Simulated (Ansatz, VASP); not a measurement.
# One calculation of Pt, two programs

File INCAR:

```
PREC = Accurate ; ENCUT = 520
EDIFF = 1E-6 ; ISMEAR = 0
SIGMA = 0.15 ; LREAL = F
LASPH = T ; NELM = 60
ALGO = Fast ; ISIF = 2
LWAVE = F ; LCHARG = F
GGA = PS ; NBANDS = 17
```

File KPOINTS:

```
Automatic mesh
0
Gamma
  16 16 12
```

The input POSCAR:

```
Pt
1.0
    0.0000000000     -1.9589709029     -1.9589709029
    0.0000000000      1.9589709029     -1.9589709029
    3.9179418058      0.0000000000      0.0000000000
Pt
2
Direct
    0.5339974422      0.4886675193      0.5000000000
   -0.0339974422      0.0113324807      0.0000000000
```

Input for Ansatz:

```yaml
crystal:
  lattice:
    - [0.0, -1.9589709029, -1.9589709029]
    - [0.0, 1.9589709029, -1.9589709029]
    - [3.9179418058, 0.0, 0.0]
  atoms:
    - { symbol: Pt, position: [0.5339974422, 0.4886675193, 0.5] }
    - { symbol: Pt, position: [-0.0339974422, 0.0113324807, 0.0] }
basis:
  ecutwfc: 420
kpoints:
  mp_grid: { grid: [16, 16, 12] }
hamiltonian:
  xc: pbesol
  pseudopotentials: { kind: paw, azcp: { folder: soft_1 } }
scf:
  occupations: { method: gaussian, width: 0.15 }
output:
  forces: true
  stress: true
  eigenvalues: true
  write_density: true
  write_potential: true
  elf: true
  volumetric_format: npy
```

Change from the starting cell: mode 4 frozen in at -0.089 Å and mode 5 at -0.044 Å (largest displacements).

Alike in both runs: task single point; functional PBEsol; k mesh 16 × 16 × 12; occupations gaussian, width 0.15 eV; no spin polarisation.

```csv
,VASP,Ansatz
version,VASP 6.6.1,Ansatz 0.2.0
potentials or method,"VASP PAW PBE potentials, release 64 (Pt), cutoff 520 eV","scalar-relativistic, plane waves, PAW"
valence electrons in the cell,20,36
```

```tsv
	VASP	Ansatz	Ansatz less VASP
gap on the k mesh at the Fermi level (eV)	none	none	-
pressure (GPa)	2.4	2.8	+0.39
traceless stress, the component that is largest in VASP (GPa)	-2.16	-2.18	-0.021
rms of the force components (eV/Å)	0.623	0.627	+0.0038
```

VASP's potentials were made for PBE, not for PBEsol, and Ansatz warns of the same on its side. Atom by atom the forces differ by 0.004 eV/Å (rms over components). A gap of «none» marks a metal or a gap that the smearing closes. VASP's potentials hold 20 valence electrons a cell and Ansatz's 36, so a difference there can come from the potentials and not from the codes.

Spin-orbit coupling is off throughout.
